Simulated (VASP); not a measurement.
Crystal: SbS5.

```xyz
6
Lattice="5.9587 0.0000 0.0000 -2.9794 5.1604 0.0000 0.0000 0.0000 4.8137" Properties=species:S:1:pos:R:3 pbc="T T T"
Sb    0.0000    0.0000    0.0000
S     0.0000    3.4403    0.0000
S     2.9794    1.7201    0.0000
S     2.9794    0.0000    2.4069
S     1.4897    2.5802    2.4069
S    -1.4897    2.5802    2.4069
```

The cell was generated, and may not be a known phase.

- Program: VASP 6.6.1
- Task: relaxation of cell and atoms
- Functional: PBE
- Potentials or basis: VASP PAW PBE potentials, release 64 (Sb_d_GW, S)
- Cutoff: 500 eV
- k mesh: 3 × 3 × 4
- Occupations: gaussian, width 0.1 eV
- Spin: no spin polarisation

At the start: pressure -10.6 GPa; volume 24.67 Å³/atom.

Task: Where does the relaxation end?

Result: Over 19 steps the energy falls by 447.8 meV/atom and the volume is 20.03 Å³/atom (-18.8 %); space group P6/mmm (No. 191, to 0.1 Å) before and after.

Step by step:
| step | energy change (eV) | largest force (eV/Å) | pressure (GPa) | volume (Å³) |
| --- | --- | --- | --- | --- |
| 1 | 0.0000 | 0.0000 | -10.57 | 148.02 |
| 2 | -1.5755 | 0.0000 | -2.79 | 115.80 |
| 3 | -1.6272 | 0.0000 | -0.13 | 110.88 |
| 4 | -1.6276 | 0.0000 | 0.29 | 110.21 |
| 5 | -1.6739 | 0.0000 | 0.54 | 110.05 |
| 6 | -1.8559 | 0.0000 | 1.35 | 109.35 |
| 7 | -1.8588 | 0.0000 | 5.80 | 106.92 |
| 8 | -1.8740 | 0.0000 | 5.63 | 107.20 |
| 9 | -1.9414 | 0.0000 | 5.25 | 108.02 |
| 10 | -2.1112 | 0.0000 | 5.11 | 109.60 |
| 11 | -2.4574 | 0.0000 | 3.79 | 112.49 |
| 12 | -2.4792 | 0.0000 | 3.35 | 117.08 |
| 13 | -2.6247 | 0.0000 | 3.30 | 115.49 |
| 14 | -2.6320 | 0.0000 | 3.33 | 115.15 |
| 15 | -2.6584 | 0.0000 | 2.28 | 116.34 |
| 16 | -2.6647 | 0.0000 | 0.82 | 118.19 |
| 17 | -2.6671 | 0.0000 | 1.29 | 117.56 |
| 18 | -2.6751 | 0.0000 | 0.99 | 118.22 |
| 19 | -2.6866 | 0.0000 | 0.12 | 120.17 |

Final structure:
```
Sb S
1.0
     6.49074    0.00000    0.00000
    -3.24537    5.62115    0.00000
     0.00000    0.00000    3.29378
Sb S
1 5
Direct
  0.00000 0.00000 0.00000
  0.33333 0.66667 0.00000
  0.66667 0.33333 0.00000
  0.50000 0.00000 0.50000
  0.50000 0.50000 0.50000
  0.00000 0.50000 0.50000
```

Caveat: the k points lie up to 0.48 Å⁻¹ apart in the final cell, too coarse for converged energies and pressures of a metal; the volume moved by over 15 % at a fixed basis, so the end points are rough; an odd number of electrons without spin polarisation forces a metal; a magnetic or distorted state may lie lower.
